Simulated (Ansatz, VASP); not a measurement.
## WC in VASP and in Ansatz

```
W C
1.0
     0.00000    2.22154    2.22154
     2.22154    0.00000    2.22154
     2.22154    2.22154    0.00000
W C
1 1
Direct
  0.00000 0.00000 0.00000
  0.50000 0.50000 0.50000
```

Alike in both runs: task single point; functional LDA; k mesh 10 × 10 × 10; occupations fermi-dirac, width 0.05 eV; no spin polarisation.

|  | VASP | Ansatz |
| --- | --- | --- |
| version | VASP 6.6.1 | Ansatz 0.2.0 |
| potentials or method | VASP PAW LDA potentials, release 64 (W_sv, C) | Ansatz PAW |
| plane-wave cutoff (eV) | 520 | 420 |
| valence electrons in the cell | 18 | 18 |

|  | VASP | Ansatz | Ansatz less VASP |
| --- | --- | --- | --- |
| gap on the k mesh at the Fermi level (eV) | none | none | - |
| pressure (GPa) | -26.3 | -28.1 | -1.79 |

LDA's correlation is that of Perdew and Zunger in VASP and of Perdew and Wang (1992) in Ansatz. A gap of «none» marks a metal or a gap that the smearing closes.

Neither program's run includes spin-orbit coupling.
